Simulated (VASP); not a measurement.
Here is a VASP 6.6.1 calculation.

Contents of INCAR:

```
SYSTEM = Si
PREC = Accurate
ENCUT = 500
EDIFF = 1E-7
ISMEAR = 0
SIGMA = 0.01
LREAL = .False.
LASPH = .True.
NELM = 120
ALGO = Normal
ISIF = 3
LWAVE = .False.
LCHARG = .False.
GGA = PS
IBRION = 2
NSW = 80
EDIFFG = -0.01
PSTRESS = 80.0
GGA_COMPAT = .False.
NELMIN = 4
```

KPOINTS

```
regular mesh
0
Gamma
  6 6 6
  0 0 0
```

Contents of POSCAR:

```
Si
1.0
    0.0000000000      2.7135600000      2.7135600000
    2.7135600000      0.0000000000      2.7135600000
    2.7135600000      2.7135600000      0.0000000000
Si
2
Direct
    0.2500000000      0.2500000000      0.2500000000
    1.0000000000      1.0000000000      1.0000000000
```

Potentials or basis: VASP PAW PBE potentials, release 64 (Si).

Run with:

```bash
$ cat potpaw_PBE.64/Si/POTCAR > POTCAR
$ mpirun -np 1 vasp_std > vasp.out
```

Task: Estimate the space group after relaxing (to 0.1 Å).

Result: Fd-3m (No. 227).

Task: Predict the relaxed volume.

Result: 18.67 Å³/atom.

Task: Estimate the relaxed cell.

Result: a = 3.752 Å, b = 3.752 Å, c = 3.752 Å, α = 60.00°, β = 60.00°, γ = 60.00°.

Task: What does it give for the band gap on the k mesh?

Result: 0.44 eV (least direct gap 2.54 eV).

Final structure:
```xyz
2
Lattice="0.0000 2.6528 2.6528 2.6528 0.0000 2.6528 2.6528 2.6528 0.0000" Properties=species:S:1:pos:R:3 pbc="T T T"
Si    1.3264    1.3264    1.3264
Si    5.3056    2.6528    2.6528
```

Caveat: the cell is relaxed towards a set pressure, so the run minimises the enthalpy, not the energy; the PAW data sets were made with another functional, which shifts forces and pressure a little. A k mesh can miss the band edges.
